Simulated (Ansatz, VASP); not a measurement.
# BeAu2S2: VASP beside Ansatz

```xyz
5
Lattice="4.3206 0.0000 0.0000 0.0000 4.3206 0.0000 0.0000 0.0000 4.9097" Properties=species:S:1:pos:R:3 pbc="T T T"
Be    2.1603    2.1603    2.4549
S     0.0000    2.1603    2.4549
S     2.1603    0.0000    2.4549
Au    0.0000    2.1603    0.0000
Au    2.1603    0.0000    0.0000
```

Alike in both runs: functional PBE; k mesh 10 × 10 × 8; occupations gaussian, width 0.1 eV; no spin polarisation.

Ansatz relaxed the structure, and its values are those at the end. VASP's run is a single point on that final structure, the one shown.

|  | VASP | Ansatz |
| --- | --- | --- |
| version | VASP 6.6.1 | Ansatz 0.2.0 |
| potentials or method | VASP PAW PBE potentials, release 64 (Be, S, Au), cutoff 520 eV | scalar-relativistic, plane waves, PAW |
| valence electrons in the cell | 36 | 52 |

VASP gave:

| Property | Result |
| --- | --- |
| gap on the k mesh at the Fermi level (eV) | none |
| pressure (GPa) | -0.1 |

What did Ansatz give for the same quantities?

gap on the k mesh at the Fermi level (eV): none; pressure (GPa): 0.0.

A gap of «none» marks a metal or a gap that the smearing closes. VASP's potentials hold 36 valence electrons a cell and Ansatz's 52, so a difference there can come from the potentials and not from the codes.

Neither program's run includes spin-orbit coupling.
